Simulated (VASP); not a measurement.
Zn4SnN:

```
CELL_PARAMETERS angstrom
3.86484 0.00000 0.00000
0.00000 3.86484 0.00000
0.00000 0.00000 5.83840
ATOMIC_POSITIONS crystal
Zn 0.50000 0.00000 0.71639
Zn 0.00000 0.50000 0.28361
Zn 0.50000 0.00000 0.28361
Zn 0.00000 0.50000 0.71639
Sn 0.00000 0.00000 0.00000
N 0.50000 0.50000 0.50000
```

The cell was built from a structure type or drawn by symmetry, and may not be a known phase.

```yaml
Program: VASP 6.6.1
Task: relaxation of cell and atoms
Functional: PBE
Potentials_or_basis: VASP PAW PBE potentials, release 64 (Zn, Sn_d, N)
Cutoff: 600 eV
k_mesh: 4 × 4 × 4
Occupations: gaussian, width 0.1 eV
Spin: no spin polarisation
```

At the start: pressure 18.1 GPa; volume 14.53 Å³/atom.

Question: Where does the relaxation end?

Answer: Over 11 steps the energy falls by 225.5 meV/atom and the volume is 17.14 Å³/atom (+17.9 %); space group P4/mmm (No. 123, to 0.1 Å) before and after.

Step by step:
```
step  energy change (eV)  largest force (eV/Å)  pressure (GPa)  volume (Å³)
   1              0.0000                0.8879           18.11        87.21
   2             -0.9015                0.5232           -3.41       109.61
   3             -0.9329                0.5612           -0.91       105.07
   4             -0.9332                0.5577           -1.20       105.50
   5             -1.0910                0.4414           -1.34       105.16
   6             -1.3408                0.0985           -0.52       103.67
   7             -1.3434                0.1591           -0.37       103.43
   8             -1.3435                0.1455           -0.41       103.49
   9             -1.3521                0.0637            0.15       102.43
  10             -1.3526                0.0400            0.34       102.11
  11             -1.3531                0.0047           -0.21       102.84
```

Final structure:
```yaml
crystal:
  lattice:
    - [3.83809, 0.00000, 0.00000]
    - [0.00000, 3.83809, 0.00000]
    - [0.00000, 0.00000, 6.98107]
  atoms:
    - { symbol: Zn, position: [0.50000, 0.00000, 0.69380] }
    - { symbol: Zn, position: [0.00000, 0.50000, 0.30620] }
    - { symbol: Zn, position: [0.50000, 0.00000, 0.30620] }
    - { symbol: Zn, position: [0.00000, 0.50000, 0.69380] }
    - { symbol: Sn, position: [0.00000, 0.00000, 0.00000] }
    - { symbol: N, position: [0.50000, 0.50000, 0.50000] }
```

Caveat: the k points lie up to 0.41 Å⁻¹ apart in the final cell, too coarse for converged energies and pressures of a metal; the volume moved by over 15 % at a fixed basis, so the end points are rough.
